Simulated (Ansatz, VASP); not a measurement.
**Cu: VASP beside Ansatz**

```
Cu
1.0
    -1.40955    1.40955    1.40815
     1.40955   -1.40955    1.40815
     1.40955    1.40955   -1.40815
Cu
1
Direct
  0.00000 0.00000 0.00000
```

Alike in both runs: task single point; functional LDA; k mesh 22 × 22 × 22; occupations gaussian, width 0.15 eV; no spin polarisation.

|  | VASP | Ansatz |
| --- | --- | --- |
| version | VASP 6.6.1 | Ansatz 0.2.0 |
| potentials or method | VASP PAW LDA potentials, release 64 (Cu), cutoff 520 eV | scalar-relativistic, plane waves, PAW |
| valence electrons in the cell | 11 | 19 |

Ansatz gave:

```
gap on the k mesh at the Fermi level (eV) : none
pressure (GPa)                            : -4.3
```

Question: What did VASP give for the same quantities?

Answer: gap on the k mesh at the Fermi level (eV): none; pressure (GPa): -3.4.

Ansatz warns that its potentials were made for another functional, while VASP's fit it. LDA's correlation is that of Perdew and Zunger in VASP and of Perdew and Wang (1992) in Ansatz. A gap of «none» marks a metal or a gap that the smearing closes. VASP's potentials hold 11 valence electrons a cell and Ansatz's 19, so a difference there can come from the potentials and not from the codes.
